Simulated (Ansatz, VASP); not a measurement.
# AlN: VASP beside Ansatz

INCAR

```
  PREC = Accurate
  ENCUT = 520
  EDIFF = 1E-6
  ISMEAR = 0
  SIGMA = 0.027000000000000003
  LREAL = False
  LASPH = True
  NELM = 100
  ALGO = Normal
  ISIF = 2
  LWAVE = False
  LCHARG = True
  GGA = PE
  LELF = True
  LVHAR = True
  NBANDS = 11
```

The input KPOINTS:

```
Automatic mesh
0
Gamma
  10 10 10
```

Contents of POSCAR:

```
AlN
1.0
    0.0000000000      2.1839935596      2.1839935596
    2.1839935596      0.0000000000      2.1839935596
    2.1839935596      2.1839935596      0.0000000000
Al N
1 1
Direct
    0.0000000000      0.0000000000      0.0000000000
    0.2500000000      0.2500000000      0.2500000000
```

File input.yaml:

```yaml
crystal:
  lattice:
    - [0.0, 2.1839935596, 2.1839935596]
    - [2.1839935596, 0.0, 2.1839935596]
    - [2.1839935596, 2.1839935596, 0.0]
  atoms:
    - { symbol: Al, position: [0.0, 0.0, 0.0] }
    - { symbol: "N", position: [0.25, 0.25, 0.25] }
kpoints:
  mp_grid: { grid: [10, 10, 10] }
scf:
  occupations: { method: gaussian, width: 0.027 }
hamiltonian:
  xc: pbe
  pseudopotentials: { kind: all_electron, lapw: { basis_error: 0.001 } }
output:
  forces: true
  stress: true
  eigenvalues: true
```

Alike in both runs: task single point; functional PBE; k mesh 10 × 10 × 10; occupations gaussian, width 0.027 eV; no spin polarisation.

|  | VASP | Ansatz |
| --- | --- | --- |
| version | VASP 6.6.1 | Ansatz 0.2.0 |
| potentials or method | VASP PAW PBE potentials, release 64 (Al, N), cutoff 520 eV | all-electron LAPW, scalar-relativistic |

Ansatz gave:

| Property | Result |
| --- | --- |
| gap on the k mesh at the Fermi level (eV) | 3.32 |
| least direct gap on the mesh (eV) | 4.19 |
| pressure (GPa) | 4.8 |

Question: Estimate VASP's values.

Answer: gap on the k mesh at the Fermi level (eV): 3.32; least direct gap on the mesh (eV): 4.20; pressure (GPa): 4.6.

Ansatz ran all-electron here, and VASP with PAW potentials.
